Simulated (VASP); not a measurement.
# LiAl32O48 (a cell with a defect) (Li interstitial hop between voids) in VASP: single point with PBE

Aim: the single point of LiAl32O48 (a cell with a defect) (Li interstitial hop between voids) with PBE.

Everything below comes from runs of VASP 6.6.1. Logs are shortened: lines on timing, memory, paths and dates and some standing lists are left out, and cuts for length are marked.

## (1) The cell of the first run

The cell holds a defect, 81 atoms: a = 10.361 Å, b = 10.361 Å, c = 10.361 Å, α = 55.29°, β = 55.29°, γ = 55.29°.

## (2) Single point, PBE

INCAR

```
PREC = Accurate
ENCUT = 520
EDIFF = 1E-6
ISMEAR = -1
SIGMA = 0.01
LREAL = Auto
LASPH = T
NELM = 60
ALGO = Normal
ISIF = 2
LWAVE = F
LCHARG = F
GGA = PE
NBANDS = 240
NELECT = 386.0
```

KPOINTS

```
Automatic mesh
0
Gamma
  1 1 1
  0.25 0.25 0.25
```

POSCAR

```
LiAl32O48
1.0
    4.8078835200      2.7758328500      8.7484141900
   -4.8078835200      2.7758328500      8.7484141900
    0.0000000000     -5.5516656900      8.7484141900
Al O Li
32 48 1
Direct
    0.3324188500      0.3331056100      0.3336626200
    0.4299969900      0.4306913800      0.4312561300
    0.0695620700      0.0702556100      0.0708204500
    0.1671525200      0.1678443400      0.1683997300
    0.3239567700      0.3243568800      0.8252523300
    0.4268026700      0.4287437700      0.9253780500
    0.0727484000      0.0721985600      0.5767071100
    0.1756016800      0.1765930900      0.6768200600
    0.3236606200      0.8246870000      0.3252156900
    0.4280522800      0.9248050800      0.4280685100
    0.0715058300      0.5761385100      0.0740135400
    0.1758967400      0.6762606800      0.1768585100
    0.3237824800      0.8241438800      0.8241302500
    0.4264675000      0.9254840100      0.9260401100
    0.0730913000      0.5754669800      0.5760319100
    0.1757735900      0.6768035900      0.6779499500
    0.8239952000      0.3246537700      0.3249192400
    0.9241151500      0.4275044400      0.4293105500
    0.5754445900      0.0734479300      0.0727686800
    0.6755691700      0.1762949700      0.1771552000
    0.8228669700      0.3244803200      0.8247061700
    0.9247846000      0.4271618600      0.9260433800
    0.5747719600      0.0737880800      0.5760290200
    0.6766876400      0.1764684300      0.6773692300
    0.8234503500      0.8235648400      0.3250467100
    0.9247870600      0.9254827600      0.4277267600
    0.5747734400      0.5754735300      0.0743491800
    0.6761087900      0.6773856100      0.1770371600
    0.8233906700      0.8240899300      0.8246567400
    0.9257553300      0.9264525300      0.9270199500
    0.5737993200      0.5744939100      0.5750625700
    0.6761612100      0.6768609000      0.6774243300
    0.2188261700      0.0349969400      0.3710245900
    0.4652527900      0.1304891300      0.2819886000
    0.0343047300      0.3704569000      0.2200904100
    0.3697613300      0.2195244300      0.0355660500
    0.1297985600      0.2814241000      0.4665111500
    0.2807272500      0.4659460600      0.1310573300
    0.2214111100      0.0267680100      0.8746541800
    0.4713841200      0.1250390900      0.7809644500
    0.0281713500      0.3759121100      0.7211078000
    0.3747530700      0.2244061000      0.5329930100
    0.1248086000      0.2765465900      0.9690751800
    0.2781451800      0.4741813000      0.6274225800
    0.2237120700      0.5324328200      0.3760091300
    0.4734876100      0.6268566600      0.2794062500
    0.0260739700      0.8740901200      0.2226712200
    0.3752160600      0.7205494400      0.0294300100
    0.1243430500      0.7804014600      0.4726461000
    0.2758495700      0.9685141000      0.1260649600
    0.2219915800      0.5277267700      0.8776473100
    0.4715672100      0.6261120600      0.7786021000
    0.0279893400      0.8748335400      0.7234800900
    0.3742469400      0.7241737900      0.5287107700
    0.1253087300      0.7767740700      0.9733705500
    0.2775599500      0.9732186000      0.6244363900
    0.7198533800      0.0288678500      0.3764748200
    0.9678221100      0.1255054600      0.2771031700
    0.5317434400      0.3754460000      0.2249645200
    0.8733973900      0.2221079800      0.0273292200
    0.6261630400      0.2788425200      0.4747450400
    0.7797073700      0.4720832700      0.1255998800
    0.7222144400      0.0286863800      0.8753996300
    0.9721041800      0.1260056400      0.7773393400
    0.5274435200      0.3749417400      0.7247439600
    0.8763825600      0.2226908600      0.5282931600
    0.6231737400      0.2782565300      0.9737859900
    0.7773377900      0.4722614800      0.6266779500
    0.7234766700      0.5281462100      0.3755082000
    0.9725257600      0.6238681700      0.2788238700
    0.5270337200      0.8770764600      0.2232581700
    0.8741370700      0.7229137700      0.0292535300
    0.6254181200      0.7780379300      0.4728273900
    0.7760763600      0.9728046200      0.1265727500
    0.7214351700      0.5284348800      0.8763152900
    0.9718187400      0.6251961000      0.7793832700
    0.5277397600      0.8757533500      0.7226930900
    0.8750577600      0.7221289900      0.5289987100
    0.6244985300      0.7788224600      0.9730803200
    0.7781226500      0.9725146600      0.6257613600
    0.2497622100      0.2504649900      0.2510641900
```

Potentials or basis: VASP PAW PBE potentials, release 64 (Al, O, Li_sv).

Launch:

```sh
cat potpaw_PBE.64/Al/POTCAR potpaw_PBE.64/O/POTCAR potpaw_PBE.64/Li_sv/POTCAR > POTCAR
mpirun -np 1 vasp_std > vasp.out
```

OUTCAR:

```text
PREC = Accurate
   ENCUT = 520
   EDIFF = 1E-6
   ISMEAR = -1
   LREAL = Auto
   LASPH = T
   NELM = 60
   ISIF = 2
   GGA = PE
   NELECT = 386.0

 ion  position               nearest neighbor table
   1  0.332  0.333  0.334-  59 1.88  42 1.88  45 1.88  38 1.93  34 1.93  37 1.93  81 2.17   2 2.56
                            20 2.79  12 2.79   8 2.79
   2  0.430  0.431  0.431-  61 1.84  46 1.84  44 1.84  42 2.04  45 2.04  59 2.04   1 2.56  23 2.85
                            15 2.85  27 2.85   9 3.20   5 3.20  17 3.20
   3  0.070  0.070  0.071-  47 1.84  39 1.84  60 1.84  58 2.04  50 2.04  43 2.04   4 2.56  14 2.85
                            26 2.85  22 2.85  20 3.20  12 3.20   8 3.20
   4  0.167  0.168  0.168-  43 1.88  50 1.88  58 1.88  36 1.93  35 1.93  33 1.93  81 2.17   3 2.56
                             5 2.79   9 2.79  17 2.79
   5  0.324  0.324  0.825-  44 1.87  40 1.87  43 1.88  65 1.99  51 1.99  36 2.01   6 2.69   4 2.79
                            16 2.82  24 2.82   2 3.20  14 3.26  22 3.27
   6  0.427  0.429  0.925-  52 1.86  67 1.87  38 1.89  65 1.98  51 1.98  36 2.06   5 2.69  31 2.80
                            81 2.81  19 2.84  11 2.84  13 3.23  21 3.23
   7  0.073  0.072  0.577-  53 1.86  66 1.87  33 1.89  64 1.98  56 1.98  37 2.06   8 2.69  30 2.80
                            81 2.81  10 2.84  18 2.84  16 3.23  24 3.23
   8  0.176  0.177  0.677-  39 1.87  41 1.87  42 1.88  64 1.99  56 1.99  37 2.01   7 2.69   1 2.79
                            13 2.82  21 2.82   3 3.20  15 3.26  23 3.27
   9  0.324  0.825  0.325-  46 1.87  49 1.87  50 1.88  54 1.99  71 1.99  33 2.01  10 2.69   4 2.79
[... 93 lines left out ...]
  79  0.624  0.779  0.973-  14 1.87  29 1.87  27 1.98  28 1.99
  80  0.778  0.973  0.626-  26 1.87  29 1.87  23 1.98  24 1.99
  81  0.250  0.250  0.251-  37 1.96  33 1.96  35 1.96  34 1.96  38 1.96  36 1.96   4 2.17   1 2.17
                             7 2.81  18 2.81  10 2.81  11 2.81  19 2.81   6 2.81

  LATTYP: Found a trigonal (rhomboedric) cell.
 ALAT       =    10.3612616410
 COS(alpha) =     0.5693617618

  Lattice vectors:

 A1 = (   4.8078835200,   2.7758328500,   8.7484141900)
 A2 = (  -4.8078835200,   2.7758328500,   8.7484141900)
 A3 = (   0.0000000000,  -5.5516656900,   8.7484141900)

Analysis of symmetry for initial positions (statically):
=====================================================================
 Subroutine PRICEL returns:
 Original cell was already a primitive cell.

 Routine SETGRP: Setting up the symmetry group for a
 trigonal (rhombohedral) supercell.

 Subroutine GETGRP returns: Found  1 space group operations
 (whereof  1 operations were pure point group operations)
 out of a pool of 12 trial point group operations.

The static configuration has the point symmetry C_1 .

[... 254 lines left out ...]
   POTIM  = 0.5000    time-step for ionic-motion
   TEBEG  =    0.0;   TEEND  =   0.0 temperature during run
   PSTRESS=    0.0 pullay stress
   NELECT =     386.0000    total number of electrons
   NUPDOWN=      -1.0000    fix difference up-down
   EMIN   =  10.00;   EMAX   =-10.00  energy-range for DOS
   EFERMI =   0.00;   METHOD = LEGACY
   ISMEAR =    -1;   SIGMA  =   0.01  broadening in eV -4-tet -1-fermi 0-gaus
   EFERMI_NEDOS =   21; number of points for ismear=-14 and -15
   IALGO  =     38    algorithm
   IMIX   =      4    mixing-type and parameters
     AMIX     =   0.40;   BMIX     =  1.00
     AMIX_MAG =   1.60;   BMIX_MAG =  1.00
  volume/ion in A,a.u.               =       8.65        58.36
  Fermi-wavevector in a.u.,A,eV,Ry     =   1.342130  2.536258 24.508358  1.801314
  Thomas-Fermi vector in A             =   2.470309
   LORBIT       =      0    0 simple, 1 ext, 2 COOP (PROOUT), +10 PAW based schemes
   GGA     = PE    functional components
   LHFCALC =     F    Hartree Fock is set to
   AEXX    =    0.0000 exact exchange contribution
   IVDW    =     0    specifies the selected vdW correction
   LEPSILON=     F    determine dielectric tensor
   LRPA    =     F    only Hartree local field effects (RPA)
 non-spin polarized calculation
  energy-cutoff  :      520.00
  volume of cell :      700.53
 maximum number of plane-waves:     18804
 NGX is ok and might be reduce to    80
   NGX = 39   NGY = 39   NGZ = 39

 number of electron     386.0000013 magnetization

 Free energy of the ion-electron system (eV)
  ---------------------------------------------------
  ext. energy  EPLUGINS =         0.00000000
  ---------------------------------------------------
  free energy    TOTEN  =      -608.94020824 eV

  energy without entropy =     -608.94020824  energy(sigma->0) =     -608.94020824

 E-fermi :   6.1234     XC(G=0): -11.5602

 val. band max:        5.8225282778   @ k =   0.2500   0.2500   0.2500
 cond. band min:      12.0347750537   @ k =   0.2500   0.2500   0.2500
 fundamental gap:      6.2122467759
 Fermi energy:         6.1233674874

 k-point     1 :       0.2500    0.2500    0.2500
  band No.  band energies     occupation
      1     -36.9397      2.00000
      2     -13.0746      2.00000
      3     -12.5810      2.00000
      4     -12.2198      2.00000
      5     -12.1139      2.00000
      6     -12.1139      2.00000
[... 197 lines left out ...]
    204      15.0521      0.00000
    205      15.0690      0.00000
 [bands above 205 left out]

------------------------ aborting loop because EDIFF is reached ----------------------------------------

  FORCE on cell =-STRESS in cart. coord.  units (eV):
  Direction    XX          YY          ZZ          XY          YZ          ZX
  --------------------------------------------------------------------------------------
  -------------------------------------------------------------------------------------
  Total       -9.3203425     -9.2984578     -0.4616884      0.0000253      0.0030489      0.0039086
  in kB      -21.3164372    -21.2663850     -1.0559216      0.0000579      0.0069731      0.0089394
  external PRESSURE =     -14.5462479 kB  Pullay stress =       0.0000000 kB

 VOLUME and BASIS-vectors are now :
 -----------------------------------------------------------------------------
  energy-cutoff  :      520.00
  volume of cell :      700.53
      direct lattice vectors                 reciprocal lattice vectors
     4.807883520  2.775832850  8.748414190     0.103995864  0.060042040  0.038102144
    -4.807883520  2.775832850  8.748414190    -0.103995864  0.060042040  0.038102144
     0.000000000 -5.551665690  8.748414190     0.000000000 -0.120084080  0.038102144

 POSITION                                       TOTAL-FORCE (eV/Angst)
 -----------------------------------------------------------------------------------
     -0.00330     -0.00500      8.74130        -0.002424     -0.002520      0.012407
     -0.00334     -0.00506     11.30247        -0.001092     -0.000451     -0.000466
     -0.00333     -0.00506      1.84275        -0.002083     -0.002806      0.002236
     -0.00333     -0.00500      4.40392        -0.000065     -0.002386     -0.012566
     -0.00192     -2.78191     12.89137         0.000411     -0.000583     -0.005435
     -0.00933     -2.76254     15.58027         0.000590      0.000764      0.000998
[... 73 lines left out ...]
     -0.93461      1.38546     20.78972        -0.020155      0.000055     -0.000121
     -0.00338     -0.00528      6.57261         0.000411      0.001426     -0.006431
 -----------------------------------------------------------------------------------
    total drift:                               -0.014130     -0.027849      0.037894

  FREE ENERGIE OF THE ION-ELECTRON SYSTEM (eV)
  ---------------------------------------------------
  free  energy   TOTEN  =      -608.9402082377 eV

  energy  without entropy=     -608.9402082377  energy(sigma->0) =     -608.94020824
```

Wall time 9.2 min (1 thread of AMD EPYC 7R43 (Zen 3), shared host); peak memory 0.94 GiB.

What came out:

```
Free energy   : -608.9402 eV
Largest force : 0.038 eV/Å
```

Forces in eV/Å, atoms in the order of the input:
```
Al  -0.002 -0.003  0.012
Al  -0.001  0.000  0.000
Al  -0.002 -0.003  0.002
Al   0.000 -0.002 -0.013
Al   0.000 -0.001 -0.005
Al   0.001  0.001  0.001
Al   0.001 -0.003 -0.002
Al  -0.002  0.000  0.004
Al  -0.002  0.000 -0.005
Al   0.001  0.000  0.001
Al  -0.004  0.001 -0.001
Al   0.001 -0.001  0.005
Al   0.002  0.001  0.003
Al  -0.002 -0.003  0.000
Al   0.002  0.002 -0.002
Al   0.001  0.002  0.002
Al  -0.001  0.002 -0.006
Al  -0.001 -0.002  0.000
Al   0.003  0.002 -0.002
Al  -0.001 -0.003  0.004
Al   0.000  0.001 -0.001
Al   0.003  0.000  0.001
Al  -0.002  0.001 -0.002
Al   0.000  0.000  0.003
Al   0.000 -0.001 -0.001
Al  -0.001  0.002  0.001
Al   0.001 -0.002 -0.002
Al   0.002  0.002  0.003
Al   0.001  0.001  0.002
Al   0.000 -0.001  0.000
Al   0.000  0.000 -0.002
Al   0.001  0.001  0.001
O    0.030 -0.013 -0.010
O    0.029  0.022  0.009
O   -0.030 -0.020 -0.010
O   -0.002  0.034 -0.011
O    0.004 -0.036  0.011
O   -0.032  0.017  0.012
O    0.023  0.001 -0.002
O    0.008  0.018  0.002
O   -0.009 -0.016  0.000
O   -0.004  0.013  0.002
O    0.004 -0.016 -0.004
O   -0.017 -0.001  0.002
O    0.014 -0.004  0.002
O    0.008  0.017  0.001
O   -0.012 -0.015 -0.001
O   -0.009  0.015  0.000
O    0.012 -0.016  0.002
O   -0.016  0.005 -0.004
O    0.020 -0.001  0.002
O    0.008  0.018  0.000
O   -0.010 -0.018  0.002
O   -0.011  0.019  0.001
O    0.012 -0.019  0.000
O   -0.021  0.002  0.000
O    0.019  0.001  0.001
O    0.011  0.011 -0.004
O   -0.011 -0.011  0.004
O   -0.008  0.018 -0.003
O    0.009 -0.017  0.000
O   -0.019 -0.002  0.002
O    0.022  0.001  0.000
O    0.008  0.017  0.001
O   -0.008 -0.017 -0.001
O   -0.011  0.020  0.000
O    0.009 -0.019 -0.001
O   -0.020  0.000  0.000
O    0.021  0.002  0.001
O    0.011  0.018  0.000
O   -0.013 -0.017  0.001
O   -0.010  0.017 -0.001
O    0.011 -0.018  0.000
O   -0.019 -0.001  0.000
O    0.020  0.000  0.001
O    0.010  0.017 -0.001
O   -0.009 -0.018  0.001
O   -0.011  0.018  0.000
O    0.012 -0.017 -0.001
O   -0.020  0.000  0.000
Li   0.000  0.001 -0.006
```

Levels at points of the mesh, in eV from the Fermi level:
```
           k point  band 189  band 190  band 191  band 192  band 193  band 194  band 195  band 196  band 197  band 198
(0.25, 0.25, 0.25)     -0.50     -0.47     -0.47     -0.30     -0.30      5.91      7.39      8.35      8.60      8.70
```

Caveat: the k points lie up to 0.79 Å⁻¹ apart; the cell carries a net charge on a neutralising background, which shifts energy and pressure; the cell is charged against a uniform background, so pressure and absolute levels hang on convention; the cutoff is under 1.25 times the usual one of these potentials, so pressure, stress and relaxed cells hold a basis-set (Pulay) error.
